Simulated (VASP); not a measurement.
# PbS (Fm-3m) in VASP: settings compared

The runs below take PbS through single point, with r2SCAN, PBE, HSE06.

Program: VASP 6.6.1. These are calculated values, not measurements. Logs are shortened: lines on timing, memory, paths and dates and some standing lists are left out, and cuts for length are marked.

**1. The cell of the first run**

Symmetry: Fm-3m, No. 225, cubic system. Conventional cell: a = 5.974 Å, b = 5.974 Å, c = 5.974 Å, α = 90.00°, β = 90.00°, γ = 90.00°. Pb (site symmetry m-3m) has 6 S at 2.99 Å within 3.9 Å. S (site symmetry m-3m) has 6 Pb at 2.99 Å within 3.9 Å.

**2. Single point, r2SCAN**

POSCAR reads:

```
PbS
1.0
    0.0000000000      2.9872326629      2.9872326629
    2.9872326629      0.0000000000      2.9872326629
    2.9872326629      2.9872326629      0.0000000000
Pb S
1 1
Direct
    0.0000000000      0.0000000000      0.0000000000
    0.5000000000      0.5000000000      0.5000000000
```

INCAR.step1 reads:

```
PREC     = Accurate       # precision mode
ENCUT    = 520            # plane-wave cutoff, eV
ISMEAR   = 0              # smearing method
SIGMA    = 0.01           # smearing width, eV
LREAL    = False          # projectors in reciprocal space
LASPH    = True           # aspherical terms in the spheres
NELM     = 80             # most SCF steps
NBANDS   = 17             # bands
GGA      = PE             # functional
ALGO     = Normal         # electronic algorithm
EDIFF    = 1E-4           # SCF threshold, eV
LWAVE    = True           # write WAVECAR
LCHARG   = False          # write CHGCAR
```

INCAR.step2 reads:

```
PREC     = Accurate       # precision mode
ENCUT    = 520            # plane-wave cutoff, eV
EDIFF    = 1E-7           # SCF threshold, eV
ISMEAR   = 0              # smearing method
SIGMA    = 0.01           # smearing width, eV
LREAL    = False          # projectors in reciprocal space
LASPH    = True           # aspherical terms in the spheres
NELM     = 80             # most SCF steps
ALGO     = Normal         # electronic algorithm
ISIF     = 2              # what is computed and relaxed
LWAVE    = False          # write WAVECAR
LCHARG   = False          # write CHGCAR
METAGGA  = R2SCAN         # meta-GGA
LMIXTAU  = True         
NBANDS   = 17             # bands
ISTART   = 1
```

KPOINTS reads:

```
regular mesh
0
Gamma
  4 4 4
```

Potentials or basis: VASP PAW PBE potentials, release 64 (Pb_d, S).

Command:

```console
> cat potpaw_PBE.64/Pb_d/POTCAR potpaw_PBE.64/S/POTCAR > POTCAR
> cp INCAR.step1 INCAR
> mpirun -np 1 vasp_std > vasp.out
> cp INCAR.step2 INCAR
> mpirun -np 1 vasp_std > vasp.out
```

OUTCAR:

```text
PREC = Accurate
   ENCUT = 520
   EDIFF = 1E-7
   ISMEAR = 0
   LREAL = False
   LASPH = True
   NELM = 80
   ISIF = 2
   METAGGA = R2SCAN
   ISTART = 1

 ion  position               nearest neighbor table
   1  0.000  0.000  0.000-   2 2.99   2 2.99   2 2.99   2 2.99   2 2.99   2 2.99
   2  0.500  0.500  0.500-   1 2.99   1 2.99   1 2.99   1 2.99   1 2.99   1 2.99

  LATTYP: Found a face centered cubic cell.
 ALAT       =     5.9744653258

  Lattice vectors:

 A1 = (   0.0000000000,   2.9872326629,   2.9872326629)
 A2 = (   2.9872326629,   0.0000000000,   2.9872326629)
 A3 = (   2.9872326629,   2.9872326629,   0.0000000000)

Analysis of symmetry for initial positions (statically):
=====================================================================
 Subroutine PRICEL returns:
 Original cell was already a primitive cell.

 Routine SETGRP: Setting up the symmetry group for a
 face centered cubic supercell.

 Subroutine GETGRP returns: Found 48 space group operations
 (whereof 48 operations were pure point group operations)
 out of a pool of 48 trial point group operations.

The static configuration has the point symmetry O_h .

Analysis of symmetry for dynamics (positions and initial velocities):
=====================================================================
 Subroutine PRICEL returns:
 Original cell was already a primitive cell.

 Routine SETGRP: Setting up the symmetry group for a
 face centered cubic supercell.

 Subroutine GETGRP returns: Found 48 space group operations
 (whereof 48 operations were pure point group operations)
 out of a pool of 48 trial point group operations.

The dynamic configuration has the point symmetry O_h .

 Subroutine INISYM returns: Found 48 space group operations
 (whereof 48 operations are pure point group operations),
 and found     1 'primitive' translations

----------------------------------------------------------------------------------------

                                     Primitive cell

  volume of cell :      53.3135

  direct lattice vectors                    reciprocal lattice vectors
     0.000000000  2.987232663  2.987232663    -0.167378995  0.167378995  0.167378995
     2.987232663  0.000000000  2.987232663     0.167378995 -0.167378995  0.167378995
     2.987232663  2.987232663  0.000000000     0.167378995  0.167378995 -0.167378995

  length of vectors
     4.224584946  4.224584946  4.224584946     0.289908923  0.289908923  0.289908923

  position of ions in fractional coordinates (direct lattice)
     0.000000000  0.000000000  0.000000000
     0.500000000  0.500000000  0.500000000

  ion indices of the primitive-cell ions
   primitive index   ion index
                 1           1
                 2           2

----------------------------------------------------------------------------------------

 KPOINTS: regular mesh

Automatic generation of k-mesh.
 Grid dimensions read from file:
 generate k-points for:    4    4    4

 Generating k-lattice:

  Cartesian coordinates                     Fractional coordinates (reciprocal lattice)
    -0.041844749  0.041844749  0.041844749     0.250000000  0.000000000  0.000000000
     0.041844749 -0.041844749  0.041844749     0.000000000  0.250000000  0.000000000
     0.041844749  0.041844749 -0.041844749     0.000000000  0.000000000  0.250000000

  Length of vectors
     0.072477231  0.072477231  0.072477231

  Shift w.r.t. Gamma in fractional coordinates (k-lattice)
     0.000000000  0.000000000  0.000000000

 Subroutine IBZKPT returns following result:
 ===========================================

 Found      8 irreducible k-points:

 Following reciprocal coordinates:
            Coordinates               Weight
  0.000000  0.000000  0.000000      1.000000
  0.250000  0.000000  0.000000      8.000000
  0.500000  0.000000  0.000000      4.000000
  0.250000  0.250000  0.000000      6.000000
  0.500000  0.250000  0.000000     24.000000
 -0.250000  0.250000  0.000000     12.000000
  0.500000  0.500000  0.000000      3.000000
 -0.250000  0.500000  0.250000      6.000000
   k-points           NKPTS =      8   k-points in BZ     NKDIM =      8   number of bands    NBANDS=     17
   number of dos      NEDOS =    301   number of ions     NIONS =      2
   total plane-waves  NPLWV =  32768
   dimension x,y,z NGX =    32 NGY =   32 NGZ =   32
   dimension x,y,z NGXF=    64 NGYF=   64 NGZF=   64
   ions per type =               1   1
   NGX,Y,Z   is equivalent  to a cutoff of  12.59, 12.59, 12.59 a.u.
   NGXF,Y,Z  is equivalent  to a cutoff of  25.19, 25.19, 25.19 a.u.
 SYSTEM =  unknown system
   PREC   = accura    normal or accurate (medium, high low for compatibility)
   ISTART =      1    job   : 0-new  1-cont  2-samecut
   ICHARG =      0    charge: 1-file 2-atom 10-const
   ISPIN  =      1    spin polarized calculation?
   LNONCOLLINEAR =      F non collinear calculations
   LSORBIT =      F    spin-orbit coupling
   LASPH  =      T    aspherical Exc in radial PAW
   ENCUT  =  520.0 eV  38.22 Ry    6.18 a.u.   7.85  7.85  7.85*2*pi/ulx,y,z
   NELM   =     80;   NELMIN=  2; NELMDL=  0     # of ELM steps
   EDIFF  = 0.1E-06   stopping-criterion for ELM
   LREAL  =      F    real-space projection
   EDIFFG = 0.1E-05   stopping-criterion for IOM
   NSW    =      0    number of steps for IOM
   IBRION =     -1    ionic relax: 0-MD 1-quasi-New 2-CG
   NFREE  =      0    steps in history (QN), initial steepest desc. (CG)
   ISIF   =      2    stress and relaxation
   ISYM   =      2    0-nonsym 1-usesym 2-fastsym
   POTIM  = 0.5000    time-step for ionic-motion
   TEBEG  =    0.0;   TEEND  =   0.0 temperature during run
   PSTRESS=    0.0 pullay stress
   NELECT =      20.0000    total number of electrons
   NUPDOWN=      -1.0000    fix difference up-down
   EMIN   =  10.00;   EMAX   =-10.00  energy-range for DOS
   EFERMI =   0.00;   METHOD = LEGACY
   ISMEAR =     0;   SIGMA  =   0.01  broadening in eV -4-tet -1-fermi 0-gaus
   EFERMI_NEDOS =   21; number of points for ismear=-14 and -15
   IALGO  =     38    algorithm
   IMIX   =      4    mixing-type and parameters
     AMIX     =   0.40;   BMIX     =  1.00
     AMIX_MAG =   1.60;   BMIX_MAG =  1.00
  volume/ion in A,a.u.               =      26.66       179.89
  Fermi-wavevector in a.u.,A,eV,Ry     =   1.180699  2.231197 18.967196  1.394050
  Thomas-Fermi vector in A             =   2.316986
   LORBIT       =      0    0 simple, 1 ext, 2 COOP (PROOUT), +10 PAW based schemes
   METAGGA = R2SCAN    functional components
   LHFCALC =     F    Hartree Fock is set to
   AEXX    =    0.0000 exact exchange contribution
   IVDW    =     0    specifies the selected vdW correction
   LEPSILON=     F    determine dielectric tensor
   LRPA    =     F    only Hartree local field effects (RPA)
 non-spin polarized calculation
 Gauss-broadening in eV      SIGMA  =   0.01
  energy-cutoff  :      520.00
  volume of cell :       53.31
 maximum number of plane-waves:      1459
   NGX = 15   NGY = 15   NGZ = 15

 number of electron      20.0000001 magnetization

 Free energy of the ion-electron system (eV)
  ---------------------------------------------------
  ext. energy  EPLUGINS =         0.00000000
  ---------------------------------------------------
  free energy    TOTEN  =       -65.59922348 eV

  energy without entropy =      -65.59922348  energy(sigma->0) =      -65.59922348

 E-fermi :   5.5165     XC(G=0): -10.1452

 val. band max:        5.3950177158   @ k =   0.5000   0.0000   0.0000
 cond. band min:       6.0986920682   @ k =   0.5000   0.0000   0.0000
 fundamental gap:      0.7036743523
 Fermi energy:         5.5164551566

 k-point     1 :       0.0000    0.0000    0.0000
  band No.  band energies     occupation
      1     -12.0021      2.00000
      2     -12.0021      2.00000
      3     -12.0021      2.00000
      4     -11.9855      2.00000
      5     -11.9855      2.00000
      6      -8.5971      2.00000
[... 9 lines left out ...]
     16      12.6072      0.00000
     17      14.5307      0.00000

 k-point     2 :       0.2500    0.0000    0.0000
  band No.  band energies     occupation
      1     -12.0048      2.00000
      2     -12.0048      2.00000
      3     -12.0000      2.00000
      4     -11.9768      2.00000
      5     -11.9768      2.00000
      6      -8.1040      2.00000
[... 9 lines left out ...]
     16      13.8526      0.00000
     17      17.7676      0.00000

 k-point     3 :       0.5000    0.0000    0.0000
  band No.  band energies     occupation
      1     -12.0188      2.00000
      2     -12.0188      2.00000
      3     -11.9988      2.00000
      4     -11.9569      2.00000
      5     -11.9569      2.00000
      6      -7.3986      2.00000
[... 9 lines left out ...]
     16      16.0737      0.00000
     17      16.4111      0.00000

 k-point     4 :       0.2500    0.2500    0.0000
  band No.  band energies     occupation
      1     -12.0436      2.00000
      2     -12.0135      2.00000
      3     -11.9749      2.00000
      4     -11.9749      2.00000
      5     -11.9736      2.00000
      6      -7.9170      2.00000
[... 9 lines left out ...]
     16      15.9062      0.00000
     17      15.9579      0.00000

 k-point     5 :       0.5000    0.2500    0.0000
  band No.  band energies     occupation
      1     -12.0748      2.00000
      2     -12.0031      2.00000
      3     -11.9888      2.00000
      4     -11.9666      2.00000
      5     -11.9533      2.00000
      6      -7.2006      2.00000
[... 9 lines left out ...]
     16      16.7200      0.00000
     17      17.4037      0.00000

 k-point     6 :      -0.2500    0.2500    0.0000
  band No.  band energies     occupation
      1     -12.0340      2.00000
      2     -12.0026      2.00000
      3     -11.9888      2.00000
      4     -11.9731      2.00000
      5     -11.9727      2.00000
      6      -7.4538      2.00000
[... 9 lines left out ...]
     16      15.7290      0.00000
     17      16.6884      0.00000

 k-point     7 :       0.5000    0.5000    0.0000
  band No.  band energies     occupation
      1     -12.1398      2.00000
      2     -12.0250      2.00000
      3     -11.9618      2.00000
      4     -11.9463      2.00000
      5     -11.9463      2.00000
      6      -6.9712      2.00000
[... 9 lines left out ...]
     16      18.2190      0.00000
     17      18.2191      0.00000

 k-point     8 :      -0.2500    0.5000    0.2500
  band No.  band energies     occupation
      1     -12.0961      2.00000
      2     -11.9867      2.00000
      3     -11.9867      2.00000
      4     -11.9854      2.00000
      5     -11.9462      2.00000
      6      -6.9388      2.00000
[... 9 lines left out ...]
     16      17.9999      0.00000
     17      18.2117      0.00000

------------------------ aborting loop because EDIFF is reached ----------------------------------------

  FORCE on cell =-STRESS in cart. coord.  units (eV):
  Direction    XX          YY          ZZ          XY          YZ          ZX
  --------------------------------------------------------------------------------------
  -------------------------------------------------------------------------------------
  Total        0.0311250      0.0311250      0.0311250     -0.0000000      0.0000000      0.0000000
  in kB        0.9353687      0.9353687      0.9353687     -0.0000000      0.0000000      0.0000000
  external PRESSURE =       0.9353687 kB  Pullay stress =       0.0000000 kB

 VOLUME and BASIS-vectors are now :
 -----------------------------------------------------------------------------
  energy-cutoff  :      520.00
  volume of cell :       53.31
      direct lattice vectors                 reciprocal lattice vectors
     0.000000000  2.987232663  2.987232663    -0.167378995  0.167378995  0.167378995
     2.987232663  0.000000000  2.987232663     0.167378995 -0.167378995  0.167378995
     2.987232663  2.987232663  0.000000000     0.167378995  0.167378995 -0.167378995

 POSITION                                       TOTAL-FORCE (eV/Angst)
 -----------------------------------------------------------------------------------
      0.00000      0.00000      0.00000         0.000000      0.000000      0.000000
      2.98723      2.98723      2.98723        -0.000000     -0.000000     -0.000000
 -----------------------------------------------------------------------------------
    total drift:                                0.000000     -0.000000     -0.000000

  FREE ENERGIE OF THE ION-ELECTRON SYSTEM (eV)
  ---------------------------------------------------
  free  energy   TOTEN  =       -65.5992234790 eV

  energy  without entropy=      -65.5992234790  energy(sigma->0) =      -65.59922348
```

It took 21 s on 1 thread of Intel Xeon Platinum 8559C (Emerald Rapids), shared host; peak memory 0.18 GiB.

Results:

```
Free energy            : -65.5992 eV
Pressure               : 0.1 GPa
Band gap on the k mesh : 0.70 eV, direct
```

Caveat: the k points lie up to 0.46 Å⁻¹ apart; the PAW data sets were made with another functional, which shifts forces and pressure a little; spin-orbit coupling is left out, which moves the levels of the heavy elements. A k mesh can miss the band edges.

**3. Single point, PBE**

INCAR reads:

```
  PREC = Accurate
  ENCUT = 520
  EDIFF = 1E-6
  ISMEAR = 0
  SIGMA = 0.01
  LREAL = F
  LASPH = T
  NELM = 60
  ALGO = Normal
  ISIF = 2
  LWAVE = F
  LCHARG = F
  GGA = PE
  NBANDS = 17
```

KPOINTS reads:

```
regular mesh
0
Gamma
  6 6 6
```

POSCAR is that of step 2.

Potentials or basis: VASP PAW PBE potentials, release 64 (Pb_d, S).

Command:

```console
> cat potpaw_PBE.64/Pb_d/POTCAR potpaw_PBE.64/S/POTCAR > POTCAR
> mpirun -np 1 vasp_std > vasp.out
```

It took 6.6 s on 1 thread of Intel Xeon Platinum 8559C (Emerald Rapids), shared host; peak memory 0.18 GiB.

The run converged. Its results:

| Item | Value |
| --- | --- |
| Free energy | -8.7686 eV |
| Pressure | 0.8 GPa |
| Band gap on the k mesh | 0.44 eV, direct |

Levels at points of the mesh, in eV from the valence-band top:
| k point | band 8 | band 9 | band 10 | band 11 | band 12 | band 13 |
| --- | --- | --- | --- | --- | --- | --- |
| (0.00, 0.00, 0.00) | -2.04 | -2.04 | -2.04 | 5.17 | 5.17 | 5.17 |
| (0.50, 0.00, 0.00) | -1.67 | -1.67 | 0.00 | 0.44 | 2.03 | 2.03 |
| (0.50, 0.50, 0.00) | -4.99 | -3.28 | -3.28 | 3.98 | 5.53 | 5.63 |

Caveat: spin-orbit coupling is left out, which moves the levels of the heavy elements.

**4. Single point, HSE06**

POSCAR is that of step 3.

INCAR.step1 reads:

```
SYSTEM = PbS
PREC = Accurate ; ENCUT = 520
EDIFF = 1E-5 ; ISMEAR = 0
SIGMA = 0.01 ; LREAL = .False.
LASPH = .True. ; NELM = 100
ALGO = Normal ; ISIF = 2
LWAVE = .True. ; LCHARG = .False.
NBANDS = 17 ; GGA = PE
```

INCAR.step2 reads:

```
SYSTEM = PbS
PREC = Accurate ; ENCUT = 520
EDIFF = 1E-7 ; ISMEAR = 0
SIGMA = 0.01 ; LREAL = .False.
LASPH = .True. ; NELM = 100
ALGO = Normal ; ISIF = 2
LWAVE = .False. ; LCHARG = .False.
GGA = PE ; LHFCALC = .True.
HFSCREEN = 0.2079 ; PRECFOCK = Normal
NBANDS = 17 ; ISTART = 1
```

KPOINTS reads:

```
regular mesh
0
Gamma
  4 4 4
  0 0 0
```

Command:

```console
> cat potpaw_PBE.64/Pb_d/POTCAR potpaw_PBE.64/S/POTCAR > POTCAR
> cp INCAR.step1 INCAR
> mpirun -np 1 vasp_std > vasp.out
> cp INCAR.step2 INCAR
> mpirun -np 1 vasp_std > vasp.out
```

It took 3.8 min on 1 thread of Intel Xeon Platinum 8559C (Emerald Rapids), shared host; peak memory 0.29 GiB.

It converged, with:

* Free energy: -10.3943 eV
* Pressure: -0.2 GPa
* Band gap on the k mesh: 0.89 eV, direct

Levels at points of the mesh, in eV from the valence-band top:
```tsv
k point	band 6	band 7	band 8	band 9	band 10	band 11	band 12	band 13	band 14	band 15
(0.00, 0.00, 0.00)	-14.91	-6.42	-2.40	-2.40	-2.40	6.00	6.00	6.00	7.51	7.51
(0.50, 0.00, 0.00)	-13.65	-9.50	-2.02	-2.02	0.00	0.89	2.56	2.56	9.46	11.16
(0.50, 0.50, 0.00)	-13.20	-7.65	-5.63	-3.75	-3.75	4.49	6.43	6.52	6.52	12.20
```

Caveat: the k points lie up to 0.46 Å⁻¹ apart; the PAW data sets were made with another functional, which shifts forces and pressure a little; spin-orbit coupling is left out, which moves the levels of the heavy elements. A k mesh can miss the band edges.

**5. The runs side by side**

| level | k mesh | grid for exact exchange (PRECFOCK) | screening parameter | gap on the mesh (eV) | pressure (GPa) |
| --- | --- | --- | --- | --- | --- |
| r2SCAN | 4 × 4 × 4 | - | - | 0.70 | 0.1 |
| PBE | 6 × 6 × 6 | - | - | 0.44 | 0.8 |
| HSE06 | 4 × 4 × 4 | Normal | 0.2079 1/Å | 0.89 | -0.2 |

Alike in all rows: task single point; potentials or basis VASP PAW PBE potentials, release 64 (Pb_d, S); no spin polarisation; cell as given; cutoff (eV) 520; smearing gaussian 0.01 eV.

Caveats: some runs use coarse meshes; spin-orbit coupling is left out, which moves the levels of the heavy elements; the PAW data sets were made with another functional, which shifts forces and pressure a little (some runs).

Total energies depend on the potentials used, so only differences within one code and one set of settings carry meaning.
